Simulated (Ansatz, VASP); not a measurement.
**NaH6Os2 in VASP and in Ansatz**

```
Na H Os
1.0
     0.00000    3.47344    3.47344
     3.47344    0.00000    3.47344
     3.47344    3.47344    0.00000
Na H Os
1 6 2
Direct
  0.50000 0.50000 0.50000
  0.76167 0.23833 0.23833
  0.23833 0.76167 0.76167
  0.23833 0.23833 0.76167
  0.76167 0.76167 0.23833
  0.76167 0.23833 0.76167
  0.23833 0.76167 0.23833
  0.25000 0.25000 0.25000
  0.00000 0.00000 0.00000
```

Alike in both runs: functional PBE; k mesh 10 × 10 × 10; occupations gaussian, width 0.1 eV; no spin polarisation.

Ansatz relaxed the structure, and its values are those at the end. VASP's run is a single point on that final structure, the one shown.

```csv
,VASP,Ansatz
version,VASP 6.6.1,Ansatz 0.2.0
potentials or method,"VASP PAW PBE potentials, release 64 (Na_pv, H, Os), cutoff 520 eV","scalar-relativistic, plane waves, PAW"
valence electrons in the cell,29,47
```

|  | VASP | Ansatz | Ansatz less VASP |
| --- | --- | --- | --- |
| gap on the k mesh at the Fermi level (eV) | none | none | - |
| pressure (GPa) | 0.3 | 0.0 | -0.24 |
| rms of the force components (eV/Å) | 0.016 | 0.002 | -0.0141 |

A gap of «none» marks a metal or a gap that the smearing closes. The functional is the same, so the differences come from potentials, cutoffs and numerics. VASP's potentials hold 29 valence electrons a cell and Ansatz's 47, so a difference there can come from the potentials and not from the codes.

Spin-orbit coupling is off throughout.
